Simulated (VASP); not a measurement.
# C (P-1) in VASP: a series of runs, part 2 of 2

VASP 6.6.1. The steps go on from the part before.

**3. Single point, PBEsol+D3(BJ) (atoms displaced along a vibrational mode, the cell strained)**

The input, INCAR:

```
PREC     = Accurate       # precision mode
ENCUT    = 520            # plane-wave cutoff, eV
EDIFF    = 1E-7           # SCF threshold, eV
ISMEAR   = 0              # smearing method
SIGMA    = 0.05           # smearing width, eV
LREAL    = F              # projectors in reciprocal space
LASPH    = T              # aspherical terms in the spheres
NELM     = 100            # most SCF steps
ALGO     = Normal         # electronic algorithm
ISIF     = 2              # what is computed and relaxed
LWAVE    = F              # write WAVECAR
LCHARG   = F              # write CHGCAR
GGA      = PS             # functional
IVDW     = 12             # dispersion correction
NBANDS   = 11             # bands
```

The input, KPOINTS:

```
regular mesh
0
Gamma
  15 15 15
```

The input, POSCAR:

```
C
1.0
    1.2085210405      0.6977399481      3.2281429160
   -1.2085210405      0.6977399481      3.2281429160
    0.0000000000     -1.3954798961      3.2281429160
C
2
Direct
    0.1584472250      0.1747200074      0.1665836162
    0.8415527750      0.8252799926      0.8334163838
```

Potentials or basis: VASP PAW PBE potentials, release 64 (C).

Run with:

```bash
$ cat potpaw_PBE.64/C/POTCAR > POTCAR
$ mpirun -np 1 vasp_std > vasp.out
```

OUTCAR:

```text
PREC = Accurate
   ENCUT = 520
   EDIFF = 1E-7
   ISMEAR = 0
   LREAL = F
   LASPH = T
   NELM = 100
   ISIF = 2
   GGA = PS
   IVDW = 12
 IVDW          = 12

 ion  position               nearest neighbor table
   1  0.158  0.175  0.167-   2 1.36   2 1.40   2 1.43
   2  0.842  0.825  0.833-   1 1.36   1 1.40   1 1.43

  LATTYP: Found a trigonal (rhomboedric) cell.
 ALAT       =     3.5168552468
 COS(alpha) =     0.7638274378

  Lattice vectors:

 A1 = (   1.2085210405,   0.6977399481,   3.2281429160)
 A2 = (  -1.2085210405,   0.6977399481,   3.2281429160)
 A3 = (   0.0000000000,  -1.3954798961,   3.2281429160)

Analysis of symmetry for initial positions (statically):
=====================================================================
 Subroutine PRICEL returns:
 Original cell was already a primitive cell.

 Routine SETGRP: Setting up the symmetry group for a
 trigonal (rhombohedral) supercell.

 Subroutine GETGRP returns: Found  2 space group operations
 (whereof  2 operations were pure point group operations)
 out of a pool of 12 trial point group operations.

The static configuration has the point symmetry S_2 .

[... 170 lines left out ...]
      2      -1.4477      2.00000
      3       1.7742      2.00000
      4       3.0210      2.00000
      5       9.4606      0.00000
      6      13.2631      0.00000
      7      14.8701      0.00000
      8      17.4041      0.00000
      9      19.4910      0.00000
     10      28.5575      0.00000
     11      32.2299      0.00000
[... 309 lines left out ...]
 k-point    24 :      -0.0667    0.0000   -0.0667
  band No.  band energies     occupation
      1     -14.7128      2.00000
      2      -1.3785      2.00000
      3       1.3965      2.00000
      4       2.7293      2.00000
      5       9.7043      0.00000
      6      13.7203      0.00000
      7      14.9164      0.00000
      8      16.9743      0.00000
      9      19.6901      0.00000
     10      28.9272      0.00000
     11      31.0483      0.00000

 [... further k-points ...]

------------------------ aborting loop because EDIFF is reached ----------------------------------------

 Edisp (eV)   -0.22725

 E8    (eV) :    -0.1105

  FORCE on cell =-STRESS in cart. coord.  units (eV):
  Direction    XX          YY          ZZ          XY          YZ          ZX
  --------------------------------------------------------------------------------------
  -------------------------------------------------------------------------------------
  Total       2.82976     2.78291     0.06170    -0.69998    -0.00049    -0.00248
  in kB     277.59328   272.99688     6.05281   -68.66619    -0.04790    -0.24359
  external pressure =      185.55 kB  Pullay stress =        0.00 kB

 VOLUME and BASIS-vectors are now :
 -----------------------------------------------------------------------------
  energy-cutoff  :      520.00
  volume of cell :       16.33
      direct lattice vectors                 reciprocal lattice vectors
     1.208521040  0.697739948  3.228142916     0.413728833  0.238866453  0.103258543
    -1.208521040  0.697739948  3.228142916    -0.413728833  0.238866453  0.103258543
     0.000000000 -1.395479896  3.228142916     0.000000000 -0.477732906  0.103258543

 POSITION                                       TOTAL-FORCE (eV/Angst)
 -----------------------------------------------------------------------------------
     -0.01967      0.00000      1.61327         2.469704     -0.127971     -0.000488
      0.01967      0.00000      8.07116        -2.469704      0.127971      0.000488
 -----------------------------------------------------------------------------------
    total drift:                                0.000000     -0.000000     -0.000000

  FREE ENERGIE OF THE ION-ELECTRON SYSTEM (eV)
  ---------------------------------------------------
  free  energy   TOTEN  =       -19.4101995342 eV

  energy  without entropy=      -19.4101995199  energy(sigma->0) =      -19.41019953
```

stdout:

```text
POSCAR found type information on POSCAR C
 POSCAR found :  1 types and       2 ions
 scaLAPACK will be used
 -----------------------------------------------------------------------------
|                                                                             |
|                                                                             |
|     You enforced a specific xc type in the INCAR file but a different       |
|     I HOPE YOU KNOW WHAT YOU ARE DOING!                                     |
|                                                                             |
 -----------------------------------------------------------------------------

 LDA part: xc-table for (Slater+PW92), standard interpolation
 POSCAR, INCAR and KPOINTS ok, starting setup
 FFT: planning ... GRIDC
 FFT: planning ... GRID_SOFT
 FFT: planning ... GRID
 WAVECAR not read
 entering main loop
```

Run time: 6.5 min. Hardware: 1 thread of Intel Xeon Platinum 8488C (Sapphire Rapids), shared host; peak memory 0.37 GiB.

What came out:

```yaml
Free_energy: -19.4102 eV
Pressure: 18.6 GPa
Largest_force: 2.473 eV/Å
Dispersion_energy_per_atom: -0.114 eV
```

Forces in eV/Å, atoms in the order of the input:
```
C    2.470 -0.128  0.000
C   -2.470  0.128  0.000
```

Caveat: the cell differs from its parent crystal (atoms displaced along a vibrational mode, the cell strained); the cell stands under pressure; the PAW data sets were made with another functional, which shifts forces and pressure a little.

**4. Single point, PBEsol+D3(BJ) (atoms displaced along a vibrational mode, the cell strained)**

The input, INCAR:

```
ALGO = Normal
EDIFF = 1E-6
ENCUT = 520
GGA = PS
ISIF = 2
ISMEAR = 0
IVDW = 12
LASPH = True
LCHARG = False
LREAL = False
LWAVE = False
NBANDS = 11
NELM = 60
PREC = Accurate
SIGMA = 0.05
```

The input, KPOINTS:

```
k-points
0
Gamma
  15 15 15
```

The input, POSCAR:

```
C
1.0
    1.2085210405      0.6977399481      3.2281429160
   -1.2085210405      0.6977399481      3.2281429160
    0.0000000000     -1.3954798961      3.2281429160
C
2
Direct
    0.1503108337      0.1828563987      0.1665836162
    0.8496891663      0.8171436013      0.8334163838
```

Run with:

```bash
$ cat potpaw_PBE.64/C/POTCAR > POTCAR
$ mpirun -np 1 vasp_std > vasp.out
```

Wall time 6.8 min (1 thread of Intel Xeon Platinum 8488C (Sapphire Rapids), shared host); peak memory 0.37 GiB.

Results (log left out):

| Item | Value |
| --- | --- |
| Free energy | -19.2650 eV |
| Pressure | 21.1 GPa |
| Largest force | 4.945 eV/Å |
| Dispersion energy per atom | -0.114 eV |

Forces on the atoms (eV/Å):
```
C    4.919 -0.507  0.004
C   -4.919  0.507 -0.004
```

Stress tensor (GPa, compression positive):
```
 32.11 -13.75  -0.07
-13.75  30.35  -0.03
 -0.07  -0.03   0.72
```

Caveat: the cell differs from its parent crystal (atoms displaced along a vibrational mode, the cell strained); the cell stands under pressure; the PAW data sets were made with another functional, which shifts forces and pressure a little.

**5. Single point, PBEsol+D3(BJ) (atoms displaced along a vibrational mode, the cell strained)**

The input, INCAR:

```
PREC = Accurate ; ENCUT = 520
EDIFF = 1E-6 ; ISMEAR = 0
SIGMA = 0.05 ; LREAL = F
LASPH = T ; NELM = 100
ALGO = Normal ; ISIF = 2
LWAVE = F ; LCHARG = F
GGA = PS ; IVDW = 12
NBANDS = 11
```

The input, KPOINTS:

```
regular mesh
0
Gamma
  15 15 15
```

The input, POSCAR:

```
C
1.0
    1.2188450278      0.7037005049      3.2557198513
   -1.2188450278      0.7037005049      3.2557198513
    0.0000000000     -1.4074010098      3.2557198513
C
2
Direct
    0.1421744425      0.1909927899      0.1665836162
    0.8578255575      0.8090072101      0.8334163838
```

Potentials or basis: VASP PAW PBE potentials, release 64 (C).

Run with:

```bash
$ cat potpaw_PBE.64/C/POTCAR > POTCAR
$ mpirun -np 1 vasp_std > vasp.out
```

OUTCAR:

```text
PREC = Accurate
   ENCUT = 520
   EDIFF = 1E-6
   ISMEAR = 0
   LREAL = F
   LASPH = T
   NELM = 100
   ISIF = 2
   GGA = PS
   IVDW = 12
 IVDW          = 12

 ion  position               nearest neighbor table
   1  0.142  0.191  0.167-   2 1.31   2 1.41   2 1.51
   2  0.858  0.809  0.833-   1 1.31   1 1.41   1 1.51

  LATTYP: Found a trigonal (rhomboedric) cell.
 ALAT       =     3.5468985540
 COS(alpha) =     0.7638274378

  Lattice vectors:

 A1 = (   1.2188450278,   0.7037005049,   3.2557198513)
 A2 = (  -1.2188450278,   0.7037005049,   3.2557198513)
 A3 = (   0.0000000000,  -1.4074010098,   3.2557198513)

Analysis of symmetry for initial positions (statically):
=====================================================================
 Subroutine PRICEL returns:
 Original cell was already a primitive cell.

 Routine SETGRP: Setting up the symmetry group for a
 trigonal (rhombohedral) supercell.

 Subroutine GETGRP returns: Found  2 space group operations
 (whereof  2 operations were pure point group operations)
 out of a pool of 12 trial point group operations.

The static configuration has the point symmetry S_2 .

Analysis of symmetry for dynamics (positions and initial velocities):
=====================================================================
 Subroutine PRICEL returns:
 Original cell was already a primitive cell.

 Routine SETGRP: Setting up the symmetry group for a
 trigonal (rhombohedral) supercell.

 Subroutine GETGRP returns: Found  2 space group operations
 (whereof  2 operations were pure point group operations)
 out of a pool of 12 trial point group operations.

The dynamic configuration has the point symmetry S_2 .

 Subroutine INISYM returns: Found  2 space group operations
 (whereof  2 operations are pure point group operations),
 and found     1 'primitive' translations

----------------------------------------------------------------------------------------

                                     Primitive cell

[... 118 lines left out ...]
   IVDW    =    12    specifies the selected vdW correction
   LEPSILON=     F    determine dielectric tensor
   LRPA    =     F    only Hartree local field effects (RPA)
 non-spin polarized calculation
 Gauss-broadening in eV      SIGMA  =   0.05
  energy-cutoff  :      520.00
  volume of cell :       16.75
 maximum number of plane-waves:       464
   NGX = 13   NGY = 13   NGZ = 13

 number of electron       8.0000000 magnetization

 Free energy of the ion-electron system (eV)
  ---------------------------------------------------
  ext. energy  EPLUGINS =         0.00000000
  ---------------------------------------------------
  free energy    TOTEN  =       -18.85042707 eV

  energy without entropy =      -18.85040849  energy(sigma->0) =      -18.85041778

 E-fermi :   5.0110     XC(G=0): -10.8148

 val. band max:        4.9632865614   @ k =   0.0000  -0.3333   0.2667
 cond. band min:       5.0543171867   @ k =   0.2000  -0.1333   0.4667
 fundamental gap:      0.0910306253
 Fermi energy:         5.0110270173

 k-point     1 :       0.0000    0.0000    0.0000
  band No.  band energies     occupation
      1     -14.8707      2.00000
      2      -1.6038      2.00000
      3       0.3846      2.00000
      4       4.0574      2.00000
      5       9.2586      0.00000
      6      11.2946      0.00000
      7      15.8951      0.00000
      8      16.9470      0.00000
      9      18.8088      0.00000
     10      27.8488      0.00000
     11      30.9938      0.00000
[... 309 lines left out ...]
 k-point    24 :      -0.0667    0.0000   -0.0667
  band No.  band energies     occupation
      1     -14.7579      2.00000
      2      -1.5322      2.00000
      3       0.0756      2.00000
      4       3.6614      2.00000
      5       9.4934      0.00000
      6      11.8299      0.00000
      7      15.8092      0.00000
      8      16.4959      0.00000
      9      19.0574      0.00000
     10      28.2438      0.00000
     11      30.7058      0.00000

 [... further k-points ...]

------------------------ aborting loop because EDIFF is reached ----------------------------------------

 Edisp (eV)   -0.22701

 E8    (eV) :    -0.1104

  FORCE on cell =-STRESS in cart. coord.  units (eV):
  Direction    XX          YY          ZZ          XY          YZ          ZX
  --------------------------------------------------------------------------------------
  -------------------------------------------------------------------------------------
  Total       2.66879     2.29590     0.02312    -1.89411     0.00301    -0.00727
  in kB     255.20588   219.54755     2.21055  -181.12602     0.28815    -0.69506
  external pressure =      158.99 kB  Pullay stress =        0.00 kB

 VOLUME and BASIS-vectors are now :
 -----------------------------------------------------------------------------
  energy-cutoff  :      520.00
  volume of cell :       16.75
      direct lattice vectors                 reciprocal lattice vectors
     1.218845028  0.703700505  3.255719851     0.410224424  0.236843182  0.102383912
    -1.218845028  0.703700505  3.255719851    -0.410224424  0.236843182  0.102383912
     0.000000000 -1.407401010  3.255719851     0.000000000 -0.473686364  0.102383912

 POSITION                                       TOTAL-FORCE (eV/Angst)
 -----------------------------------------------------------------------------------
     -0.05950     -0.00000      1.62705         6.990002     -1.073660      0.000318
      0.05950      0.00000      8.14011        -6.990002      1.073660     -0.000318
 -----------------------------------------------------------------------------------
    total drift:                               -0.000000     -0.000000      0.000000

  FREE ENERGIE OF THE ION-ELECTRON SYSTEM (eV)
  ---------------------------------------------------
  free  energy   TOTEN  =       -19.0774408546 eV

  energy  without entropy=      -19.0774222758  energy(sigma->0) =      -19.07743157
```

Wall time 7.5 min (1 thread of Intel Xeon Platinum 8488C (Sapphire Rapids), shared host); peak memory 0.37 GiB.

Results:

| Property | Result |
| --- | --- |
| Free energy | -19.0774 eV |
| Pressure | 15.9 GPa |
| Largest force | 7.072 eV/Å |
| Dispersion energy per atom | -0.114 eV |

Forces in eV/Å, atoms in the order of the input:
```
C    6.990 -1.074  0.000
C   -6.990  1.074  0.000
```

Stress tensor (GPa, compression positive):
```
 25.52 -18.11  -0.07
-18.11  21.95   0.03
 -0.07   0.03   0.22
```

Caveat: the cell differs from its parent crystal (atoms displaced along a vibrational mode, the cell strained); the cell stands under pressure; the PAW data sets were made with another functional, which shifts forces and pressure a little.

**6. The runs side by side**

| cell | pressure (GPa) | largest force (eV/Å) |
| --- | --- | --- |
| a = 3.517 Å, angles 40.2°, 2 atoms, atomic positions A | 25.2 | 7.47 |
| a = 3.517 Å, angles 40.2°, 2 atoms, atomic positions B | 18.6 | 2.47 |
| a = 3.517 Å, angles 40.2°, 2 atoms, atomic positions C | 21.1 | 4.95 |
| a = 3.547 Å, angles 40.2°, 2 atoms, atomic positions A | 15.9 | 7.07 |

Alike in all rows: task single point; level PBEsol+D3(BJ); potentials or basis VASP PAW PBE potentials, release 64 (C); no spin polarisation; k mesh 15 × 15 × 15; cutoff (eV) 520; smearing gaussian 0.05 eV.

Caveats: the cell stands under pressure; the PAW data sets were made with another functional, which shifts forces and pressure a little.

Total energies depend on the potentials used, so only differences within one code and one set of settings carry meaning.
